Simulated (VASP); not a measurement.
# AgCl (Imm2) in VASP: further runs

Runs on AgCl. Level: PBE. Tasks: single point.

Program: VASP 6.6.1. These are calculated values, not measurements. Logs are shortened: lines on timing, memory, paths and dates and some standing lists are left out, and cuts for length are marked.

## (1) The cell of the first run

Symmetry: Imm2, No. 44, orthorhombic system. The conventional cell has a = 3.922 Å, b = 5.546 Å, c = 3.922 Å, α = 90.00°, β = 90.00°, γ = 90.00°. Within 3.5 Å of Ag (site symmetry mm2) lie 6 Cl at 2.64 to 2.92 Å. Cl (site symmetry mm2) has 6 Ag at 2.64 to 2.92 Å within 3.5 Å.

## (2) Single point, PBE (all Cl atoms moved -0.200 Å, as atom 2 along Cartesian [1 1 0])

The input, INCAR:

```
SYSTEM = AgCl
ALGO = Normal ; EDIFF = 1E-6
ENCUT = 520 ; GGA = PE
ISIF = 2 ; ISMEAR = 0
LASPH = .TRUE. ; LCHARG = .FALSE.
LREAL = .FALSE. ; LWAVE = .FALSE.
NBANDS = 16 ; NELM = 60
PREC = Accurate ; SIGMA = 0.05
```

The input, KPOINTS:

```
k-points
0
G
  8 8 8
  0 0 0
```

The input, POSCAR:

```
AgCl
1.0
    0.0000000000      2.7731500000      2.7731500000
    2.7731500000      0.0000000000      2.7731500000
    2.7731500000      2.7731500000      0.0000000000
Ag Cl
1 1
Direct
    0.5000000000      0.5000000000      0.5000000000
    0.0000000000      0.0000000000     -0.0509966487
```

Potentials or basis: VASP PAW PBE potentials, release 64 (Ag, Cl).

Run with:

```
$ cat potpaw_PBE.64/Ag/POTCAR potpaw_PBE.64/Cl/POTCAR > POTCAR
$ mpirun -np 1 vasp_std > vasp.out
```

OUTCAR:

```text
SYSTEM = AgCl
   EDIFF = 1E-6
   ENCUT = 520
   GGA = PE
   ISIF = 2
   ISMEAR = 0
   LASPH = .TRUE.
   LREAL = .FALSE.
   NELM = 60
   PREC = Accurate

 ion  position               nearest neighbor table
   1  0.500  0.500  0.500-   2 2.64   2 2.64   2 2.78   2 2.78   2 2.92   2 2.92
   2  0.000  0.000  0.949-   1 2.64   1 2.64   1 2.78   1 2.78   1 2.92   1 2.92

  LATTYP: Found a face centered cubic cell.
 ALAT       =     5.5463000000

  Lattice vectors:

 A1 = (   0.0000000000,   2.7731500000,   2.7731500000)
 A2 = (   2.7731500000,   0.0000000000,   2.7731500000)
 A3 = (   2.7731500000,   2.7731500000,   0.0000000000)

Analysis of symmetry for initial positions (statically):
=====================================================================
 Subroutine PRICEL returns:
 Original cell was already a primitive cell.

 Routine SETGRP: Setting up the symmetry group for a
 face centered cubic supercell.

 Subroutine GETGRP returns: Found  4 space group operations
 (whereof  4 operations were pure point group operations)
 out of a pool of 48 trial point group operations.

The static configuration has the point symmetry C_2v.

Analysis of symmetry for dynamics (positions and initial velocities):
=====================================================================
 Subroutine PRICEL returns:
 Original cell was already a primitive cell.

 Routine SETGRP: Setting up the symmetry group for a
 face centered cubic supercell.

 Subroutine GETGRP returns: Found  4 space group operations
 (whereof  4 operations were pure point group operations)
 out of a pool of 48 trial point group operations.

The dynamic configuration has the point symmetry C_2v.

 Subroutine INISYM returns: Found  4 space group operations
 (whereof  4 operations are pure point group operations),
 and found     1 'primitive' translations

----------------------------------------------------------------------------------------

                                     Primitive cell

  volume of cell :      42.6530

  direct lattice vectors                    reciprocal lattice vectors
     0.000000000  2.773150000  2.773150000    -0.180300380  0.180300380  0.180300380
     2.773150000  0.000000000  2.773150000     0.180300380 -0.180300380  0.180300380
     2.773150000  2.773150000  0.000000000     0.180300380  0.180300380 -0.180300380

  length of vectors
     3.921826340  3.921826340  3.921826340     0.312289420  0.312289420  0.312289420

  position of ions in fractional coordinates (direct lattice)
[... 75 lines left out ...]
   LSORBIT =      F    spin-orbit coupling
   LASPH  =      T    aspherical Exc in radial PAW
   ENCUT  =  520.0 eV  38.22 Ry    6.18 a.u.   7.29  7.29  7.29*2*pi/ulx,y,z
   NELM   =     60;   NELMIN=  2; NELMDL= -5     # of ELM steps
   EDIFF  = 0.1E-05   stopping-criterion for ELM
   LREAL  =      F    real-space projection
   EDIFFG = 0.1E-04   stopping-criterion for IOM
   NSW    =      0    number of steps for IOM
   IBRION =     -1    ionic relax: 0-MD 1-quasi-New 2-CG
   NFREE  =      0    steps in history (QN), initial steepest desc. (CG)
   ISIF   =      2    stress and relaxation
   ISYM   =      2    0-nonsym 1-usesym 2-fastsym
   POTIM  = 0.5000    time-step for ionic-motion
   TEBEG  =    0.0;   TEEND  =   0.0 temperature during run
   PSTRESS=    0.0 pullay stress
   NELECT =      18.0000    total number of electrons
   NUPDOWN=      -1.0000    fix difference up-down
   EMIN   =  10.00;   EMAX   =-10.00  energy-range for DOS
   EFERMI =   0.00;   METHOD = LEGACY
   ISMEAR =     0;   SIGMA  =   0.05  broadening in eV -4-tet -1-fermi 0-gaus
   EFERMI_NEDOS =   21; number of points for ismear=-14 and -15
   IALGO  =     38    algorithm
   IMIX   =      4    mixing-type and parameters
     AMIX     =   0.40;   BMIX     =  1.00
     AMIX_MAG =   1.60;   BMIX_MAG =  1.00
  volume/ion in A,a.u.               =      21.33       143.92
  Fermi-wavevector in a.u.,A,eV,Ry     =   1.227955  2.320498 20.515850  1.507872
  Thomas-Fermi vector in A             =   2.362898
   LORBIT       =      0    0 simple, 1 ext, 2 COOP (PROOUT), +10 PAW based schemes
   GGA     = PE    functional components
   LHFCALC =     F    Hartree Fock is set to
   AEXX    =    0.0000 exact exchange contribution
   IVDW    =     0    specifies the selected vdW correction
   LEPSILON=     F    determine dielectric tensor
   LRPA    =     F    only Hartree local field effects (RPA)
 non-spin polarized calculation
 Gauss-broadening in eV      SIGMA  =   0.05
  energy-cutoff  :      520.00
  volume of cell :       42.65
 maximum number of plane-waves:      1174
 NGX is ok and might be reduce to    30
   NGX = 15   NGY = 15   NGZ = 15

 number of electron      18.0000005 magnetization

 Free energy of the ion-electron system (eV)
  ---------------------------------------------------
  ext. energy  EPLUGINS =         0.00000000
  ---------------------------------------------------
  free energy    TOTEN  =        -5.37116043 eV

  energy without entropy =       -5.37116043  energy(sigma->0) =       -5.37116043

 E-fermi :   4.0866     XC(G=0):  -9.9580

 val. band max:        3.8569331396   @ k =   0.0000   0.0000   0.5000
 cond. band min:       4.7416713986   @ k =   0.0000   0.0000   0.0000
 fundamental gap:      0.8847382589
 Fermi energy:         4.0865795235

 k-point     1 :       0.0000    0.0000    0.0000
  band No.  band energies     occupation
      1     -11.3539      2.00000
      2       0.7900      2.00000
      3       0.8838      2.00000
      4       1.0267      2.00000
      5       1.3631      2.00000
      6       1.3940      2.00000
[... 433 lines left out ...]
      3      -0.3086      2.00000
      4      -0.1750      2.00000
      5       1.6738      2.00000
      6       1.7031      2.00000
[... 8 lines left out ...]
     15      17.6433      0.00000
     16      18.0737      0.00000

 [... further k-points ...]
[... 5 lines left out ...]
  --------------------------------------------------------------------------------------
  -------------------------------------------------------------------------------------
  Total        0.6470265      0.6470265      0.3976722     -0.0885761      0.0000000      0.0000000
  in kB       24.3042683     24.3042683     14.9377702     -3.3271864      0.0000000      0.0000000
  external PRESSURE =      21.1821023 kB  Pullay stress =       0.0000000 kB

 VOLUME and BASIS-vectors are now :
 -----------------------------------------------------------------------------
  energy-cutoff  :      520.00
  volume of cell :       42.65
      direct lattice vectors                 reciprocal lattice vectors
     0.000000000  2.773150000  2.773150000    -0.180300380  0.180300380  0.180300380
     2.773150000  0.000000000  2.773150000     0.180300380 -0.180300380  0.180300380
     2.773150000  2.773150000  0.000000000     0.180300380  0.180300380 -0.180300380

 POSITION                                       TOTAL-FORCE (eV/Angst)
 -----------------------------------------------------------------------------------
      2.77315      2.77315      2.77315        -0.170601     -0.170601      0.000000
      2.63173      2.63173      0.00000         0.170601      0.170601      0.000000
 -----------------------------------------------------------------------------------
    total drift:                               -0.000111     -0.000111      0.000000

  FREE ENERGIE OF THE ION-ELECTRON SYSTEM (eV)
  ---------------------------------------------------
  free  energy   TOTEN  =        -5.3711604345 eV

  energy  without entropy=       -5.3711604345  energy(sigma->0) =       -5.37116043
```

Run time: 51 s. Hardware: 1 thread of Intel Xeon 6975P-C, shared host; peak memory 0.21 GiB.

Results:

```
Free energy            : -5.3712 eV
Pressure               : 2.1 GPa
Largest force          : 0.241 eV/Å
Band gap on the k mesh : 0.88 eV, indirect (least direct gap 2.64 eV)
```

Forces on the atoms (eV/Å):
```
Ag  -0.171 -0.171  0.000
Cl   0.171  0.171  0.000
```

Stress tensor (GPa, compression positive):
```
 2.43 -0.33  0.00
-0.33  2.43  0.00
 0.00  0.00  1.49
```

Caveat: the cell differs from its parent crystal (all Cl atoms moved -0.200 Å, as atom 2 along Cartesian [1 1 0]). A k mesh can miss the band edges.

## (3) Single point, PBE (all Cl atoms moved +0.150 Å, as atom 2 along Cartesian [1 1 0])

The input, INCAR:

```
ALGO     = Normal         # electronic algorithm
EDIFF    = 1E-6           # SCF threshold, eV
ENCUT    = 520            # plane-wave cutoff, eV
GGA      = PE             # functional
ISIF     = 2              # what is computed and relaxed
ISMEAR   = 0              # smearing method
LASPH    = T              # aspherical terms in the spheres
LCHARG   = F              # write CHGCAR
LREAL    = F              # projectors in reciprocal space
LWAVE    = F              # write WAVECAR
NBANDS   = 16             # bands
NELM     = 100            # most SCF steps
PREC     = Accurate       # precision mode
SIGMA    = 0.05           # smearing width, eV
```

The input, KPOINTS:

```
k-points
0
Gamma
  8 8 8
```

Edit POSCAR of step 2 so:

```diff
@@ -9,2 +9,2 @@
     0.5000000000      0.5000000000      0.5000000000
-    0.0000000000      0.0000000000     -0.0509966487
+    0.0000000000      0.0000000000      0.0382474865
```

Potentials or basis: VASP PAW PBE potentials, release 64 (Ag, Cl).

Run with:

```
$ cat potpaw_PBE.64/Ag/POTCAR potpaw_PBE.64/Cl/POTCAR > POTCAR
$ mpirun -np 1 vasp_std > vasp.out
```

Run time: 50 s. Hardware: 1 thread of Intel Xeon 6975P-C, shared host; peak memory 0.21 GiB.

The run converged. Its results:

* Free energy: -5.3815 eV
* Pressure: 1.8 GPa
* Largest force: 0.175 eV/Å
* Band gap on the k mesh: 0.89 eV, indirect (least direct gap 2.79 eV)

Forces on the atoms (eV/Å):
```
Ag   0.124  0.124  0.000
Cl  -0.124 -0.124  0.000
```

Stress tensor (GPa, compression positive):
```
 2.01 -0.18  0.00
-0.18  2.01  0.00
 0.00  0.00  1.48
```

Levels at points of the mesh, in eV from the valence-band top:
| k point | band 5 | band 6 | band 7 | band 8 | band 9 | band 10 | band 11 | band 12 | band 13 | band 14 |
| --- | --- | --- | --- | --- | --- | --- | --- | --- | --- | --- |
| (0.00, 0.00, 0.00) | -2.47 | -2.44 | -2.08 | -1.96 | -1.90 | 0.89 | 10.64 | 10.73 | 10.84 | 12.45 |
| (0.50, 0.00, 0.00) | -2.11 | -2.11 | -1.80 | -0.09 | -0.05 | 4.27 | 6.50 | 7.69 | 7.75 | 13.49 |
| (0.00, 0.00, 0.50) | -2.11 | -2.10 | -1.78 | -0.05 | 0.00 | 4.24 | 6.50 | 7.68 | 7.68 | 13.52 |
| (0.50, 0.50, 0.00) | -2.54 | -2.07 | -1.98 | -1.98 | -1.89 | 2.38 | 7.91 | 8.61 | 11.52 | 11.64 |
| (0.00, 0.50, 0.50) | -2.64 | -2.15 | -1.99 | -1.98 | -1.90 | 2.38 | 7.95 | 8.65 | 11.54 | 11.54 |

Caveat: the cell differs from its parent crystal (all Cl atoms moved +0.150 Å, as atom 2 along Cartesian [1 1 0]). A k mesh can miss the band edges.

## (4) Single point, PBE (all Cl atoms moved +0.175 Å, as atom 2 along Cartesian [1 1 0])

The input, INCAR:

```
SYSTEM = AgCl
PREC = Accurate
ENCUT = 520
EDIFF = 1E-6
ISMEAR = 0
SIGMA = 0.05
LREAL = .FALSE.
LASPH = .TRUE.
NELM = 80
ALGO = Normal
ISIF = 2
LWAVE = .FALSE.
LCHARG = .FALSE.
GGA = PE
NBANDS = 16
```

The input, KPOINTS:

```
Automatic mesh
0
G
  8 8 8
  0 0 0
```

Edit POSCAR of step 3 so:

```diff
@@ -9,2 +9,2 @@
     0.5000000000      0.5000000000      0.5000000000
-    0.0000000000      0.0000000000      0.0382474865
+    0.0000000000      0.0000000000      0.0446220676
```

Run with:

```
$ cat potpaw_PBE.64/Ag/POTCAR potpaw_PBE.64/Cl/POTCAR > POTCAR
$ mpirun -np 1 vasp_std > vasp.out
```

It took 54 s on 1 thread of Intel Xeon 6975P-C, shared host; peak memory 0.21 GiB.

Results (log left out):

```
Free energy            : -5.3768 eV
Pressure               : 2.0 GPa
Largest force          : 0.208 eV/Å
Band gap on the k mesh : 0.89 eV, indirect (least direct gap 2.71 eV)
```

Forces on the atoms (eV/Å):
```
Ag   0.147  0.147  0.000
Cl  -0.147 -0.147  0.000
```

Stress tensor (GPa, compression positive):
```
 2.20 -0.25  0.00
-0.25  2.20  0.00
 0.00  0.00  1.49
```

Levels at points of the mesh, in eV from the valence-band top:
```csv
k point,band 7,band 8,band 9,band 10,band 11,band 12
"(0.00, 0.00, 0.00)",-2.03,-1.90,-1.82,0.89,10.58,10.69
"(0.50, 0.00, 0.00)",-1.81,-0.12,-0.07,4.28,6.48,7.70
"(0.00, 0.00, 0.50)",-1.79,-0.06,0.00,4.23,6.48,7.68
"(0.50, 0.50, 0.00)",-1.99,-1.99,-1.90,2.38,7.86,8.61
"(0.00, 0.50, 0.50)",-2.00,-1.99,-1.91,2.38,7.92,8.65
```

Caveat: the cell differs from its parent crystal (all Cl atoms moved +0.175 Å, as atom 2 along Cartesian [1 1 0]). A k mesh can miss the band edges.
